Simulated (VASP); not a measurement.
Write the native input for VASP 6.6.1 that does the following.

- Task: single point
- Functional: PBE
- Potentials or basis: VASP PAW PBE potentials, release 64 (Ti_sv, W_sv)
- Cutoff: 520 eV
- k mesh: 6 × 6 × 2
- Occupations: gaussian, width 0.1 eV
- Spin: no spin polarisation
- Dipole correction: no
- Further INCAR settings: ALGO = Normal; EDIFF = 1e-06; NBANDS = 47

The structure of Ti2W lies in POSCAR:

```
Ti2W
1.0
    2.8012674400      0.0000000000      0.0000000000
   -1.4006337200      2.4259687700      0.0000000000
    0.0000000000      0.0000000000     13.4963671400
Ti W
4 2
Direct
    0.3333333300      0.6666666700      0.5000000000
    0.6666666700      0.3333333300      0.0000000000
    0.6666666700      0.3333333300      0.3333333300
    0.6666666700      0.3333333300      0.6666666700
    0.3333333300      0.6666666700      0.8333333300
    0.3333333300      0.6666666700      0.1666666700
```

One way to write it, as run:

INCAR

```
SYSTEM = Ti2W
PREC = Accurate
ENCUT = 520
EDIFF = 1E-6
ISMEAR = 0
SIGMA = 0.1
LREAL = .False.
LASPH = .True.
NELM = 60
ALGO = Normal
ISIF = 2
LWAVE = .False.
LCHARG = .False.
GGA = PE
NBANDS = 47
```

KPOINTS

```
Automatic mesh
0
Gamma
  6 6 2
  0 0 0
```

Potentials or basis: VASP PAW PBE potentials, release 64 (Ti_sv, W_sv).

The run is started by

```sh
$ cat potpaw_PBE.64/Ti_sv/POTCAR potpaw_PBE.64/W_sv/POTCAR > POTCAR
$ mpirun -np 1 vasp_std > vasp.out
```

It gave:

```json
{
  "Pressure": "18.3 GPa",
  "Largest force": "0.278 eV/Å",
  "Band gap on the k mesh": "zero (band 38 reaches 10.86 eV, above the bottom of band 39 at 10.11 eV)"
}
```

Caveat: the k points lie up to 0.43 Å⁻¹ apart; spin-orbit coupling is left out, which moves the levels of the heavy elements.

Wall time 58 s on 1 thread of Intel(R) Xeon(R) 6975P-C (Granite Rapids), on a shared host, peak memory 0.25 GiB.
